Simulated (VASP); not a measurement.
# PbF2 (Fm-3m) in VASP: single point with PBE

Aim: the single point of PbF2 with PBE.

All numbers are computed with VASP 6.6.1; they aren't measurements. Logs are shortened: lines on timing, memory, paths and dates and some standing lists are left out, and cuts for length are marked.

## (1) The cell of the first run

Symmetry: Fm-3m, No. 225, cubic system. Conventional cell: a = 5.702 Å, b = 5.702 Å, c = 5.702 Å, α = 90.00°, β = 90.00°, γ = 90.00°. Pb (site symmetry m-3m) has 8 F at 2.47 Å within 3.3 Å. Within 3.3 Å of F (site symmetry -43m) lie 4 Pb at 2.47 Å and 6 F at 2.85 Å.

## (2) Single point, PBE (strain -0.040 along x and y, -0.040 along z)

INCAR

```
SYSTEM = PbF2
ALGO = Normal
EDIFF = 1E-6
ENCUT = 520
GGA = PE
ISIF = 2
ISMEAR = 0
LASPH = .True.
LCHARG = .False.
LREAL = .False.
LWAVE = .False.
NBANDS = 21
NELM = 80
PREC = Accurate
SIGMA = 0.05
```

KPOINTS

```
k-points
0
Gamma
  8 8 8
  0 0 0
```

POSCAR

```
PbF2
1.0
    0.0000000000      2.8510560000      2.8510560000
    2.8510560000      0.0000000000      2.8510560000
    2.8510560000      2.8510560000      0.0000000000
Pb F
1 2
Direct
    0.0000000000      0.0000000000      0.0000000000
    0.2500000000      0.2500000000      0.2500000000
    0.7500000000      0.7500000000      0.7500000000
```

Potentials or basis: VASP PAW PBE potentials, release 64 (Pb_d, F).

Command:

```sh
> cat potpaw_PBE.64/Pb_d/POTCAR potpaw_PBE.64/F/POTCAR > POTCAR
> mpirun -np 1 vasp_std > vasp.out
```

OUTCAR:

```text
SYSTEM = PbF2
   EDIFF = 1E-6
   ENCUT = 520
   GGA = PE
   ISIF = 2
   ISMEAR = 0
   LASPH = .True.
   LREAL = .False.
   NELM = 80
   PREC = Accurate

 ion  position               nearest neighbor table
   1  0.000  0.000  0.000-   3 2.47   3 2.47   3 2.47   2 2.47   3 2.47   2 2.47   2 2.47   2 2.47

   2  0.250  0.250  0.250-   1 2.47   1 2.47   1 2.47   1 2.47
   3  0.750  0.750  0.750-   1 2.47   1 2.47   1 2.47   1 2.47

  LATTYP: Found a face centered cubic cell.
 ALAT       =     5.7021120000

  Lattice vectors:

 A1 = (   0.0000000000,   2.8510560000,   2.8510560000)
 A2 = (   2.8510560000,   0.0000000000,   2.8510560000)
 A3 = (   2.8510560000,   2.8510560000,   0.0000000000)

Analysis of symmetry for initial positions (statically):
=====================================================================
 Subroutine PRICEL returns:
 Original cell was already a primitive cell.

 Routine SETGRP: Setting up the symmetry group for a
 face centered cubic supercell.

 Subroutine GETGRP returns: Found 48 space group operations
 (whereof 48 operations were pure point group operations)
 out of a pool of 48 trial point group operations.

The static configuration has the point symmetry O_h .

Analysis of symmetry for dynamics (positions and initial velocities):
=====================================================================
 Subroutine PRICEL returns:
 Original cell was already a primitive cell.

 Routine SETGRP: Setting up the symmetry group for a
 face centered cubic supercell.

 Subroutine GETGRP returns: Found 48 space group operations
 (whereof 48 operations were pure point group operations)
 out of a pool of 48 trial point group operations.

The dynamic configuration has the point symmetry O_h .

 Subroutine INISYM returns: Found 48 space group operations
 (whereof 48 operations are pure point group operations),
 and found     1 'primitive' translations

----------------------------------------------------------------------------------------

                                     Primitive cell

  volume of cell :      46.3497

  direct lattice vectors                    reciprocal lattice vectors
     0.000000000  2.851056000  2.851056000    -0.175373616  0.175373616  0.175373616
     2.851056000  0.000000000  2.851056000     0.175373616 -0.175373616  0.175373616
     2.851056000  2.851056000  0.000000000     0.175373616  0.175373616 -0.175373616

  length of vectors
     4.032002062  4.032002062  4.032002062     0.303756013  0.303756013  0.303756013

  position of ions in fractional coordinates (direct lattice)
     0.000000000  0.000000000  0.000000000
     0.250000000  0.250000000  0.250000000
     0.750000000  0.750000000  0.750000000

  ion indices of the primitive-cell ions
   primitive index   ion index
                 1           1
                 2           2
                 3           3

----------------------------------------------------------------------------------------

 KPOINTS: k-points

Automatic generation of k-mesh.
 Grid dimensions read from file:
 generate k-points for:    8    8    8

 Generating k-lattice:

  Cartesian coordinates                     Fractional coordinates (reciprocal lattice)
    -0.021921702  0.021921702  0.021921702     0.125000000  0.000000000  0.000000000
     0.021921702 -0.021921702  0.021921702     0.000000000  0.125000000  0.000000000
     0.021921702  0.021921702 -0.021921702     0.000000000  0.000000000  0.125000000

  Length of vectors
     0.037969502  0.037969502  0.037969502

  Shift w.r.t. Gamma in fractional coordinates (k-lattice)
     0.000000000  0.000000000  0.000000000

 Subroutine IBZKPT returns following result:
 ===========================================

 Found     29 irreducible k-points:

 Following reciprocal coordinates:
            Coordinates               Weight
  0.000000  0.000000  0.000000      1.000000
  0.125000  0.000000  0.000000      8.000000
  0.250000  0.000000  0.000000      8.000000
  0.375000  0.000000  0.000000      8.000000
  0.500000  0.000000  0.000000      4.000000
  0.125000  0.125000  0.000000      6.000000
[... 16 lines left out ...]
  0.500000  0.250000  0.125000     48.000000
 -0.375000  0.250000  0.125000     24.000000
 [... further k-points ...]
   k-points           NKPTS =     29   k-points in BZ     NKDIM =     29   number of bands    NBANDS=     21
   number of dos      NEDOS =    301   number of ions     NIONS =      3
   total plane-waves  NPLWV =  27000
   dimension x,y,z NGX =    30 NGY =   30 NGZ =   30
   dimension x,y,z NGXF=    60 NGYF=   60 NGZF=   60
   ions per type =               1   2
   NGX,Y,Z   is equivalent  to a cutoff of  12.37, 12.37, 12.37 a.u.
   NGXF,Y,Z  is equivalent  to a cutoff of  24.74, 24.74, 24.74 a.u.
 SYSTEM =  PbF2
   PREC   = accura    normal or accurate (medium, high low for compatibility)
   ISTART =      0    job   : 0-new  1-cont  2-samecut
   ICHARG =      2    charge: 1-file 2-atom 10-const
   ISPIN  =      1    spin polarized calculation?
   LNONCOLLINEAR =      F non collinear calculations
   LSORBIT =      F    spin-orbit coupling
   LASPH  =      T    aspherical Exc in radial PAW
   ENCUT  =  520.0 eV  38.22 Ry    6.18 a.u.   7.50  7.50  7.50*2*pi/ulx,y,z
   NELM   =     80;   NELMIN=  2; NELMDL= -5     # of ELM steps
   EDIFF  = 0.1E-05   stopping-criterion for ELM
   LREAL  =      F    real-space projection
   EDIFFG = 0.1E-04   stopping-criterion for IOM
   NSW    =      0    number of steps for IOM
   IBRION =     -1    ionic relax: 0-MD 1-quasi-New 2-CG
   NFREE  =      0    steps in history (QN), initial steepest desc. (CG)
   ISIF   =      2    stress and relaxation
   ISYM   =      2    0-nonsym 1-usesym 2-fastsym
   POTIM  = 0.5000    time-step for ionic-motion
   TEBEG  =    0.0;   TEEND  =   0.0 temperature during run
   PSTRESS=    0.0 pullay stress
   NELECT =      28.0000    total number of electrons
   NUPDOWN=      -1.0000    fix difference up-down
   EMIN   =  10.00;   EMAX   =-10.00  energy-range for DOS
   EFERMI =   0.00;   METHOD = LEGACY
   ISMEAR =     0;   SIGMA  =   0.05  broadening in eV -4-tet -1-fermi 0-gaus
   EFERMI_NEDOS =   21; number of points for ismear=-14 and -15
   IALGO  =     38    algorithm
   IMIX   =      4    mixing-type and parameters
     AMIX     =   0.40;   BMIX     =  1.00
     AMIX_MAG =   1.60;   BMIX_MAG =  1.00
  volume/ion in A,a.u.               =      15.45       104.26
  Fermi-wavevector in a.u.,A,eV,Ry     =   1.383922  2.615234 26.058441  1.915241
  Thomas-Fermi vector in A             =   2.508475
   LORBIT       =      0    0 simple, 1 ext, 2 COOP (PROOUT), +10 PAW based schemes
   GGA     = PE    functional components
   LHFCALC =     F    Hartree Fock is set to
   AEXX    =    0.0000 exact exchange contribution
   IVDW    =     0    specifies the selected vdW correction
   LEPSILON=     F    determine dielectric tensor
   LRPA    =     F    only Hartree local field effects (RPA)
 non-spin polarized calculation
 Gauss-broadening in eV      SIGMA  =   0.05
  energy-cutoff  :      520.00
  volume of cell :       46.35
 maximum number of plane-waves:      1283
 NGX is ok and might be reduce to    30
   NGX = 15   NGY = 15   NGZ = 15

 number of electron      28.0000018 magnetization

 Free energy of the ion-electron system (eV)
  ---------------------------------------------------
  ext. energy  EPLUGINS =         0.00000000
  ---------------------------------------------------
  free energy    TOTEN  =       -14.04219511 eV

  energy without entropy =      -14.04219511  energy(sigma->0) =      -14.04219511

 E-fermi :   3.7849     XC(G=0): -10.0017

 val. band max:        3.4620820241   @ k =  -0.2500   0.5000   0.2500
 cond. band min:       7.8202436397   @ k =   0.5000   0.5000   0.0000
 fundamental gap:      4.3581616156
 Fermi energy:         3.7849181684

 k-point     1 :       0.0000    0.0000    0.0000
  band No.  band energies     occupation
      1     -18.7061      2.00000
      2     -17.8493      2.00000
      3     -11.2197      2.00000
      4     -11.2197      2.00000
      5     -11.2197      2.00000
      6     -11.0962      2.00000
[... 13 lines left out ...]
     20      18.8005      0.00000
     21      21.5193      0.00000

 k-point     2 :       0.1250    0.0000    0.0000
  band No.  band energies     occupation
      1     -18.6647      2.00000
      2     -17.8884      2.00000
      3     -11.2090      2.00000
      4     -11.2090      2.00000
      5     -11.1672      2.00000
      6     -11.0966      2.00000
[... 13 lines left out ...]
     20      18.3726      0.00000
     21      20.8687      0.00000

 k-point     3 :       0.2500    0.0000    0.0000
  band No.  band energies     occupation
      1     -18.5557      2.00000
      2     -17.9873      2.00000
      3     -11.1897      2.00000
      4     -11.1897      2.00000
      5     -11.0905      2.00000
      6     -11.0905      2.00000
[... 13 lines left out ...]
     20      17.7836      0.00000
     21      19.6249      0.00000

 k-point     4 :       0.3750    0.0000    0.0000
  band No.  band energies     occupation
      1     -18.4163      2.00000
      2     -18.1120      2.00000
      3     -11.1821      2.00000
      4     -11.1821      2.00000
      5     -11.0722      2.00000
      6     -11.0722      2.00000
[... 13 lines left out ...]
     20      17.4554      0.00000
     21      18.6894      0.00000

 k-point     5 :       0.5000    0.0000    0.0000
  band No.  band energies     occupation
      1     -18.3143      2.00000
      2     -18.2056      2.00000
      3     -11.1820      2.00000
      4     -11.1820      2.00000
      5     -11.0614      2.00000
      6     -11.0614      2.00000
[... 13 lines left out ...]
     20      17.3675      0.00000
     21      18.3662      0.00000

 k-point     6 :       0.1250    0.1250    0.0000
  band No.  band energies     occupation
      1     -18.6516      2.00000
      2     -17.9002      2.00000
      3     -11.1990      2.00000
      4     -11.1990      2.00000
      5     -11.1607      2.00000
      6     -11.1046      2.00000
[... 13 lines left out ...]
     20      18.9215      0.00000
     21      21.1033      0.00000

 k-point     7 :       0.2500    0.1250    0.0000
  band No.  band energies     occupation
      1     -18.5671      2.00000
      2     -17.9757      2.00000
      3     -11.1772      2.00000
      4     -11.1771      2.00000
      5     -11.1088      2.00000
      6     -11.0832      2.00000
[... 13 lines left out ...]
     20      18.6312      0.00000
     21      20.5830      0.00000
[... 291 lines left out ...]
      1     -18.2707      2.00000
      2     -18.2234      2.00000
      3     -11.1432      2.00000
      4     -11.0906      2.00000
      5     -11.0772      2.00000
      6     -11.0051      2.00000
[... 13 lines left out ...]
     20      19.4362      0.00000
     21      20.2863      0.00000

 k-point    21 :       0.5000    0.5000    0.0000
  band No.  band energies     occupation
      1     -18.3136      2.00000
      2     -18.1765      2.00000
      3     -11.1625      2.00000
      4     -11.0714      2.00000
      5     -11.0714      2.00000
      6     -11.0583      2.00000
[... 13 lines left out ...]
     20      20.0230      0.00000
     21      21.0274      0.00000

 k-point    22 :       0.3750    0.2500    0.1250
  band No.  band energies     occupation
      1     -18.4779      2.00000
      2     -18.0525      2.00000
      3     -11.1533      2.00000
      4     -11.1483      2.00000
      5     -11.1118      2.00000
      6     -11.0676      2.00000
[... 13 lines left out ...]
     20      19.4475      0.00000
     21      20.2391      0.00000

 k-point    23 :       0.5000    0.2500    0.1250
  band No.  band energies     occupation
      1     -18.3661      2.00000
      2     -18.1480      2.00000
      3     -11.1410      2.00000
      4     -11.1376      2.00000
      5     -11.0892      2.00000
      6     -11.0422      2.00000
[... 13 lines left out ...]
     20      20.0179      0.00000
     21      20.4183      0.00000

 k-point    24 :      -0.3750    0.2500    0.1250
  band No.  band energies     occupation
      1     -18.2804      2.00000
      2     -18.2259      2.00000
      3     -11.1401      2.00000
      4     -11.1371      2.00000
      5     -11.0696      2.00000
      6     -11.0319      2.00000
[... 13 lines left out ...]
     20      20.3019      0.00000
     21      20.4684      0.00000

 [... further k-points ...]

------------------------ aborting loop because EDIFF is reached ----------------------------------------

  FORCE on cell =-STRESS in cart. coord.  units (eV):
  Direction    XX          YY          ZZ          XY          YZ          ZX
  --------------------------------------------------------------------------------------
  -------------------------------------------------------------------------------------
  Total        4.1904609      4.1904609      4.1904609      0.0000000      0.0000000      0.0000000
  in kB      144.8522128    144.8522128    144.8522128      0.0000000      0.0000000      0.0000000
  external PRESSURE =     144.8522128 kB  Pullay stress =       0.0000000 kB

 VOLUME and BASIS-vectors are now :
 -----------------------------------------------------------------------------
  energy-cutoff  :      520.00
  volume of cell :       46.35
      direct lattice vectors                 reciprocal lattice vectors
     0.000000000  2.851056000  2.851056000    -0.175373616  0.175373616  0.175373616
     2.851056000  0.000000000  2.851056000     0.175373616 -0.175373616  0.175373616
     2.851056000  2.851056000  0.000000000     0.175373616  0.175373616 -0.175373616

 POSITION                                       TOTAL-FORCE (eV/Angst)
 -----------------------------------------------------------------------------------
      0.00000      0.00000      0.00000        -0.000000     -0.000000      0.000000
      1.42553      1.42553      1.42553         0.000000      0.000000     -0.000000
      4.27658      4.27658      4.27658        -0.000000     -0.000000      0.000000
 -----------------------------------------------------------------------------------
    total drift:                                0.000000     -0.000000      0.000000

  FREE ENERGIE OF THE ION-ELECTRON SYSTEM (eV)
  ---------------------------------------------------
  free  energy   TOTEN  =       -14.0421951100 eV

  energy  without entropy=      -14.0421951100  energy(sigma->0) =      -14.04219511
```

Run time: 25 s. Hardware: 1 thread of AMD EPYC 7R13 (Zen 3), shared host; peak memory 0.15 GiB.

Results:

| Property | Result |
| --- | --- |
| Free energy | -14.0422 eV |
| Pressure | 14.5 GPa |
| Band gap on the k mesh | 4.36 eV, indirect (least direct gap 4.52 eV) |

Caveat: the cell differs from its parent crystal (strain -0.040 along x and y, -0.040 along z); spin-orbit coupling is left out, which moves the levels of the heavy elements. A k mesh can miss the band edges.
